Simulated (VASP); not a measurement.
# Ge (Fd-3m) in VASP: a series of runs

Ge is run at these levels: r2SCAN; tasks: single point.

All numbers are computed with VASP 6.6.1; they aren't measurements. Logs are shortened: lines on timing, memory, paths and dates and some standing lists are left out, and cuts for length are marked.

## (1) The cell of the first run

It takes space group Fd-3m (No. 227, cubic). The conventional cell has a = 5.558 Å, b = 5.558 Å, c = 5.558 Å, α = 90.00°, β = 90.00°, γ = 90.00°. Ge (site symmetry -43m) has 4 Ge at 2.41 Å within 3.2 Å.

## (2) Single point, r2SCAN (volume changed by -6%)

POSCAR reads:

```
Ge
1.0
    0.0000000000      2.7789618841      2.7789618841
    2.7789618841      0.0000000000      2.7789618841
    2.7789618841      2.7789618841      0.0000000000
Ge
2
Direct
    0.0000000000      0.0000000000      0.0000000000
    0.2500000000      0.2500000000      0.2500000000
```

INCAR.step1 reads:

```
SYSTEM = Ge
ALGO = Normal
EDIFF = 1E-4
ENCUT = 520
GGA = PE
ISMEAR = -1
LASPH = .TRUE.
LCHARG = .FALSE.
LREAL = .FALSE.
LWAVE = .TRUE.
NBANDS = 21
NELM = 60
PREC = Accurate
SIGMA = 0.02
```

INCAR.step2 reads:

```
SYSTEM = Ge
ALGO = Normal
EDIFF = 1E-6
ENCUT = 520
ISIF = 2
ISMEAR = -1
ISTART = 1
LASPH = .TRUE.
LCHARG = .TRUE.
LELF = .TRUE.
LMIXTAU = .TRUE.
LREAL = .FALSE.
LVHAR = .TRUE.
LWAVE = .FALSE.
METAGGA = R2SCAN
NBANDS = 21
NELM = 60
PREC = Accurate
SIGMA = 0.02
```

KPOINTS reads:

```
k-points
0
G
  6 6 6
  0 0 0
```

Potentials or basis: VASP PAW PBE potentials, release 64 (Ge_d).

The run is started by

```
$ cat potpaw_PBE.64/Ge_d/POTCAR > POTCAR
$ cp INCAR.step1 INCAR
$ mpirun -np 1 vasp_std > vasp.out
$ cp INCAR.step2 INCAR
$ mpirun -np 1 vasp_std > vasp.out
```

OUTCAR:

```text
SYSTEM = Ge
   EDIFF = 1E-6
   ENCUT = 520
   ISIF = 2
   ISMEAR = -1
   ISTART = 1
   LASPH = .TRUE.
   LREAL = .FALSE.
   METAGGA = R2SCAN
   NELM = 60
   PREC = Accurate

 ion  position               nearest neighbor table
   1  0.000  0.000  0.000-   2 2.41   2 2.41   2 2.41   2 2.41
   2  0.250  0.250  0.250-   1 2.41   1 2.41   1 2.41   1 2.41

  LATTYP: Found a face centered cubic cell.
 ALAT       =     5.5579237682

  Lattice vectors:

 A1 = (   0.0000000000,   2.7789618841,   2.7789618841)
 A2 = (   2.7789618841,   0.0000000000,   2.7789618841)
 A3 = (   2.7789618841,   2.7789618841,   0.0000000000)

Analysis of symmetry for initial positions (statically):
=====================================================================
 Subroutine PRICEL returns:
 Original cell was already a primitive cell.

 Routine SETGRP: Setting up the symmetry group for a
 face centered cubic supercell.

 Subroutine GETGRP returns: Found 48 space group operations
 (whereof 24 operations were pure point group operations)
 out of a pool of 48 trial point group operations.

The static configuration has the point symmetry T_d .
 The point group associated with its full space group is O_h .

Analysis of symmetry for dynamics (positions and initial velocities):
=====================================================================
 Subroutine PRICEL returns:
 Original cell was already a primitive cell.

 Routine SETGRP: Setting up the symmetry group for a
 face centered cubic supercell.

 Subroutine GETGRP returns: Found 48 space group operations
 (whereof 24 operations were pure point group operations)
 out of a pool of 48 trial point group operations.

The dynamic configuration has the point symmetry T_d .
 The point group associated with its full space group is O_h .

 Subroutine INISYM returns: Found 48 space group operations
 (whereof 24 operations are pure point group operations),
 and found     1 'primitive' translations

----------------------------------------------------------------------------------------

                                     Primitive cell

  volume of cell :      42.9218

  direct lattice vectors                    reciprocal lattice vectors
     0.000000000  2.778961884  2.778961884    -0.179923303  0.179923303  0.179923303
     2.778961884  0.000000000  2.778961884     0.179923303 -0.179923303  0.179923303
     2.778961884  2.778961884  0.000000000     0.179923303  0.179923303 -0.179923303

  length of vectors
     3.930045586  3.930045586  3.930045586     0.311636302  0.311636302  0.311636302

  position of ions in fractional coordinates (direct lattice)
     0.000000000  0.000000000  0.000000000
     0.250000000  0.250000000  0.250000000

  ion indices of the primitive-cell ions
   primitive index   ion index
                 1           1
                 2           2

----------------------------------------------------------------------------------------

 KPOINTS: k-points

Automatic generation of k-mesh.
 Grid dimensions read from file:
 generate k-points for:    6    6    6

 Generating k-lattice:

  Cartesian coordinates                     Fractional coordinates (reciprocal lattice)
    -0.029987217  0.029987217  0.029987217     0.166666667  0.000000000  0.000000000
     0.029987217 -0.029987217  0.029987217     0.000000000  0.166666667  0.000000000
     0.029987217  0.029987217 -0.029987217     0.000000000  0.000000000  0.166666667

  Length of vectors
     0.051939384  0.051939384  0.051939384

  Shift w.r.t. Gamma in fractional coordinates (k-lattice)
     0.000000000  0.000000000  0.000000000

 Subroutine IBZKPT returns following result:
 ===========================================

 Found     16 irreducible k-points:

 Following reciprocal coordinates:
            Coordinates               Weight
  0.000000  0.000000  0.000000      1.000000
  0.166667  0.000000  0.000000      8.000000
  0.333333  0.000000  0.000000      8.000000
  0.500000  0.000000  0.000000      4.000000
  0.166667  0.166667  0.000000      6.000000
  0.333333  0.166667  0.000000     24.000000
[... 8 lines left out ...]
 -0.333333  0.333333  0.166667     24.000000
 -0.333333  0.500000  0.166667     12.000000
   k-points           NKPTS =     16   k-points in BZ     NKDIM =     16   number of bands    NBANDS=     21
   number of dos      NEDOS =    301   number of ions     NIONS =      2
   total plane-waves  NPLWV =  27000
   dimension x,y,z NGX =    30 NGY =   30 NGZ =   30
   dimension x,y,z NGXF=    60 NGYF=   60 NGZF=   60
   ions per type =               2
   NGX,Y,Z   is equivalent  to a cutoff of  12.69, 12.69, 12.69 a.u.
   NGXF,Y,Z  is equivalent  to a cutoff of  25.38, 25.38, 25.38 a.u.
 SYSTEM =  Ge
   PREC   = accura    normal or accurate (medium, high low for compatibility)
   ISTART =      1    job   : 0-new  1-cont  2-samecut
   ICHARG =      0    charge: 1-file 2-atom 10-const
   ISPIN  =      1    spin polarized calculation?
   LNONCOLLINEAR =      F non collinear calculations
   LSORBIT =      F    spin-orbit coupling
   LASPH  =      T    aspherical Exc in radial PAW
   ENCUT  =  520.0 eV  38.22 Ry    6.18 a.u.   7.31  7.31  7.31*2*pi/ulx,y,z
   NELM   =     60;   NELMIN=  2; NELMDL=  0     # of ELM steps
   EDIFF  = 0.1E-05   stopping-criterion for ELM
   LREAL  =      F    real-space projection
   EDIFFG = 0.1E-04   stopping-criterion for IOM
   NSW    =      0    number of steps for IOM
   IBRION =     -1    ionic relax: 0-MD 1-quasi-New 2-CG
   NFREE  =      0    steps in history (QN), initial steepest desc. (CG)
   ISIF   =      2    stress and relaxation
   ISYM   =      2    0-nonsym 1-usesym 2-fastsym
   POTIM  = 0.5000    time-step for ionic-motion
   TEBEG  =    0.0;   TEEND  =   0.0 temperature during run
   PSTRESS=    0.0 pullay stress
   NELECT =      28.0000    total number of electrons
   NUPDOWN=      -1.0000    fix difference up-down
   EMIN   =  10.00;   EMAX   =-10.00  energy-range for DOS
   EFERMI =   0.00;   METHOD = LEGACY
   ISMEAR =    -1;   SIGMA  =   0.02  broadening in eV -4-tet -1-fermi 0-gaus
   EFERMI_NEDOS =   21; number of points for ismear=-14 and -15
   IALGO  =     38    algorithm
   IMIX   =      4    mixing-type and parameters
     AMIX     =   0.40;   BMIX     =  1.00
     AMIX_MAG =   1.60;   BMIX_MAG =  1.00
  volume/ion in A,a.u.               =      21.46       144.83
  Fermi-wavevector in a.u.,A,eV,Ry     =   1.419825  2.683081 27.428039  2.015904
  Thomas-Fermi vector in A             =   2.540805
   LORBIT       =      0    0 simple, 1 ext, 2 COOP (PROOUT), +10 PAW based schemes
   METAGGA = R2SCAN    functional components
   LHFCALC =     F    Hartree Fock is set to
   AEXX    =    0.0000 exact exchange contribution
   IVDW    =     0    specifies the selected vdW correction
   LEPSILON=     F    determine dielectric tensor
   LRPA    =     F    only Hartree local field effects (RPA)
 non-spin polarized calculation
  energy-cutoff  :      520.00
  volume of cell :       42.92
 maximum number of plane-waves:      1173
 NGX is ok and might be reduce to    30
   NGX = 15   NGY = 15   NGZ = 15

 number of electron      28.0000004 magnetization

 Free energy of the ion-electron system (eV)
  ---------------------------------------------------
  ext. energy  EPLUGINS =         0.00000000
  ---------------------------------------------------
  free energy    TOTEN  =       -27.66269262 eV

  energy without entropy =      -27.66269262  energy(sigma->0) =      -27.66269262

 E-fermi :   5.6605     XC(G=0): -11.0969

 val. band max:        5.3505576597   @ k =   0.0000   0.0000   0.0000
 cond. band min:       5.9763381668   @ k =   0.5000   0.0000   0.0000
 fundamental gap:      0.6257805072
 Fermi energy:         5.6604796135

 k-point     1 :       0.0000    0.0000    0.0000
  band No.  band energies     occupation
      1     -20.2290      2.00000
      2     -20.2290      2.00000
      3     -20.2290      2.00000
      4     -20.1851      2.00000
      5     -20.1851      2.00000
      6     -19.9362      2.00000
[... 13 lines left out ...]
     20      15.4187      0.00000
     21      15.4187      0.00000

 k-point     2 :       0.1667    0.0000    0.0000
  band No.  band energies     occupation
      1     -20.2434      2.00000
      2     -20.2433      2.00000
      3     -20.2241      2.00000
      4     -20.1639      2.00000
      5     -20.1639      2.00000
      6     -19.9522      2.00000
[... 13 lines left out ...]
     20      14.2392      0.00000
     21      14.2392      0.00000

 k-point     3 :       0.3333    0.0000    0.0000
  band No.  band energies     occupation
      1     -20.2552      2.00000
      2     -20.2551      2.00000
      3     -20.2140      2.00000
      4     -20.1409      2.00000
      5     -20.1409      2.00000
      6     -19.9665      2.00000
[... 13 lines left out ...]
     20      14.9671      0.00000
     21      14.9671      0.00000

 k-point     4 :       0.5000    0.0000    0.0000
  band No.  band energies     occupation
      1     -20.2577      2.00000
      2     -20.2577      2.00000
      3     -20.2088      2.00000
      4     -20.1349      2.00000
      5     -20.1349      2.00000
      6     -19.9688      2.00000
[... 13 lines left out ...]
     20      17.5215      0.00000
     21      17.5216      0.00000

 k-point     5 :       0.1667    0.1667    0.0000
  band No.  band energies     occupation
      1     -20.2408      2.00000
      2     -20.2401      2.00000
      3     -20.2401      2.00000
      4     -20.1658      2.00000
      5     -20.1396      2.00000
      6     -19.9950      2.00000
[... 13 lines left out ...]
     20      14.6305      0.00000
     21      15.9295      0.00000
[... 190 lines left out ...]
     20      18.2799      0.00000
     21      19.1761      0.00000

 k-point    14 :       0.5000    0.3333    0.1667
  band No.  band energies     occupation
      1     -20.2755      2.00000
      2     -20.2723      2.00000
      3     -20.1834      2.00000
      4     -20.1158      2.00000
      5     -20.0741      2.00000
      6     -20.0580      2.00000
[... 13 lines left out ...]
     20      16.1937      0.00000
     21      18.8925      0.00000

 k-point    15 :      -0.3333    0.3333    0.1667
  band No.  band energies     occupation
      1     -20.2877      2.00000
      2     -20.2754      2.00000
      3     -20.1572      2.00000
      4     -20.0945      2.00000
      5     -20.0664      2.00000
      6     -20.0595      2.00000
[... 13 lines left out ...]
     20      18.1968      0.00000
     21      18.3572      0.00000

 k-point    16 :      -0.3333    0.5000    0.1667
  band No.  band energies     occupation
      1     -20.2821      2.00000
      2     -20.2821      2.00000
      3     -20.1331      2.00000
      4     -20.1331      2.00000
      5     -20.0491      2.00000
      6     -20.0491      2.00000
[... 13 lines left out ...]
     20      17.4808      0.00000
     21      19.4297      0.00000

------------------------ aborting loop because EDIFF is reached ----------------------------------------

  FORCE on cell =-STRESS in cart. coord.  units (eV):
  Direction    XX          YY          ZZ          XY          YZ          ZX
  --------------------------------------------------------------------------------------
  -------------------------------------------------------------------------------------
  Total        1.3888287      1.3888287      1.3888287      0.0000000      0.0000000     -0.0000000
  in kB       51.8419710     51.8419710     51.8419710      0.0000000      0.0000000     -0.0000000
  external PRESSURE =      51.8419710 kB  Pullay stress =       0.0000000 kB

 VOLUME and BASIS-vectors are now :
 -----------------------------------------------------------------------------
  energy-cutoff  :      520.00
  volume of cell :       42.92
      direct lattice vectors                 reciprocal lattice vectors
     0.000000000  2.778961884  2.778961884    -0.179923303  0.179923303  0.179923303
     2.778961884  0.000000000  2.778961884     0.179923303 -0.179923303  0.179923303
     2.778961884  2.778961884  0.000000000     0.179923303  0.179923303 -0.179923303

 POSITION                                       TOTAL-FORCE (eV/Angst)
 -----------------------------------------------------------------------------------
      0.00000      0.00000      0.00000         0.000000      0.000000      0.000000
      1.38948      1.38948      1.38948        -0.000000     -0.000000     -0.000000
 -----------------------------------------------------------------------------------
    total drift:                                0.000000     -0.000000      0.000000

  FREE ENERGIE OF THE ION-ELECTRON SYSTEM (eV)
  ---------------------------------------------------
  free  energy   TOTEN  =       -27.6626926195 eV

  energy  without entropy=      -27.6626926161  energy(sigma->0) =      -27.66269262
```

Wall time 1.8 min (1 thread of AMD EPYC 7R13, shared host); peak memory 0.14 GiB.

Results:

* Free energy: -27.6627 eV
* Pressure: 5.2 GPa
* Band gap on the k mesh: 0.63 eV, indirect (least direct gap 0.93 eV)

Caveat: the cell differs from its parent crystal (volume changed by -6%); the PAW data sets were made with another functional, which shifts forces and pressure a little. A k mesh can miss the band edges.

## (3) Single point, r2SCAN (volume changed by -3%)

POSCAR reads:

```
Ge
1.0
    0.0000000000      2.8082162643      2.8082162643
    2.8082162643      0.0000000000      2.8082162643
    2.8082162643      2.8082162643      0.0000000000
Ge
2
Direct
    0.0000000000      0.0000000000      0.0000000000
    0.2500000000      0.2500000000      0.2500000000
```

INCAR.step1 reads:

```
  PREC = Accurate
  ENCUT = 520
  ISMEAR = -1
  SIGMA = 0.02
  LREAL = F
  LASPH = T
  NELM = 100
  NBANDS = 21
  GGA = PE
  ALGO = Normal
  EDIFF = 1E-4
  LWAVE = T
  LCHARG = F
```

INCAR.step2 reads:

```
  PREC = Accurate
  ENCUT = 520
  EDIFF = 1E-7
  ISMEAR = -1
  SIGMA = 0.02
  LREAL = F
  LASPH = T
  NELM = 100
  ALGO = Normal
  ISIF = 2
  LWAVE = F
  LCHARG = F
  METAGGA = R2SCAN
  LMIXTAU = T
  NBANDS = 21
  ISTART = 1
```

KPOINTS reads:

```
Automatic mesh
0
Gamma
  6 6 6
```

Potentials or basis: VASP PAW PBE potentials, release 64 (Ge_d).

The run is started by

```
$ cat potpaw_PBE.64/Ge_d/POTCAR > POTCAR
$ cp INCAR.step1 INCAR
$ mpirun -np 1 vasp_std > vasp.out
$ cp INCAR.step2 INCAR
$ mpirun -np 1 vasp_std > vasp.out
```

Run time: 2.2 min. Hardware: 1 thread of AMD EPYC 7R13, shared host; peak memory 0.14 GiB.

The run converged. Its results:

| Item | Value |
| --- | --- |
| Free energy | -27.6951 eV |
| Pressure | 2.3 GPa |
| Band gap on the k mesh | 0.52 eV, indirect (least direct gap 0.62 eV) |

Levels at points of the mesh, in eV from the valence-band top:
| k point | band 11 | band 12 | band 13 | band 14 | band 15 | band 16 | band 17 | band 18 |
| --- | --- | --- | --- | --- | --- | --- | --- | --- |
| (0.00, 0.00, 0.00) | -13.48 | 0.00 | 0.00 | 0.00 | 0.62 | 2.72 | 2.72 | 2.72 |
| (0.50, 0.00, 0.00) | -11.23 | -7.98 | -1.52 | -1.52 | 0.52 | 4.01 | 4.01 | 7.67 |
| (0.50, 0.50, 0.00) | -9.31 | -9.31 | -3.31 | -3.31 | 0.94 | 0.94 | 10.30 | 10.30 |

Caveat: the cell differs from its parent crystal (volume changed by -3%); the PAW data sets were made with another functional, which shifts forces and pressure a little. A k mesh can miss the band edges.

## (4) Single point, r2SCAN

This run uses another cell than the first one, of 22.83 Å³/atom, 1.064 times its volume.

POSCAR reads:

```
Ge
1.0
    0.0000000000      2.8368735116      2.8368735116
    2.8368735116      0.0000000000      2.8368735116
    2.8368735116      2.8368735116      0.0000000000
Ge
2
Direct
    0.0000000000      0.0000000000      0.0000000000
    0.2500000000      0.2500000000      0.2500000000
```

INCAR.step1 reads:

```
SYSTEM = Ge
PREC = Accurate ; ENCUT = 520
ISMEAR = -1 ; SIGMA = 0.02
LREAL = .FALSE. ; LASPH = .TRUE.
NELM = 80 ; NBANDS = 21
GGA = PE ; ALGO = Normal
EDIFF = 1E-4 ; LWAVE = .TRUE.
LCHARG = .FALSE.
```

INCAR.step2 reads:

```
SYSTEM = Ge
PREC = Accurate ; ENCUT = 520
EDIFF = 1E-6 ; ISMEAR = -1
SIGMA = 0.02 ; LREAL = .FALSE.
LASPH = .TRUE. ; NELM = 80
ALGO = Normal ; ISIF = 2
LWAVE = .FALSE. ; LCHARG = .FALSE.
METAGGA = R2SCAN ; LMIXTAU = .TRUE.
NBANDS = 21 ; ISTART = 1
```

KPOINTS reads:

```
Automatic mesh
0
G
  6 6 6
  0 0 0
```

The run is started by

```
$ cat potpaw_PBE.64/Ge_d/POTCAR > POTCAR
$ cp INCAR.step1 INCAR
$ mpirun -np 1 vasp_std > vasp.out
$ cp INCAR.step2 INCAR
$ mpirun -np 1 vasp_std > vasp.out
```

Run time: 2 min. Hardware: 1 thread of AMD EPYC 7R13, shared host; peak memory 0.14 GiB.

Results (log left out):

| Property | Result |
| --- | --- |
| Free energy | -27.7052 eV |
| Pressure | 0.0 GPa |
| Band gap on the k mesh | 0.32 eV, direct |

Levels at points of the mesh, in eV from the valence-band top:
| k point | band 11 | band 12 | band 13 | band 14 | band 15 | band 16 | band 17 | band 18 |
| --- | --- | --- | --- | --- | --- | --- | --- | --- |
| (0.00, 0.00, 0.00) | -13.24 | 0.00 | 0.00 | 0.00 | 0.32 | 2.71 | 2.71 | 2.71 |
| (0.50, 0.00, 0.00) | -11.06 | -7.83 | -1.47 | -1.47 | 0.41 | 3.99 | 3.99 | 7.64 |
| (0.50, 0.50, 0.00) | -9.18 | -9.18 | -3.20 | -3.20 | 0.98 | 0.98 | 10.03 | 10.03 |

Caveat: the PAW data sets were made with another functional, which shifts forces and pressure a little. A k mesh can miss the band edges.

(Part 1 of 2 ends here.)
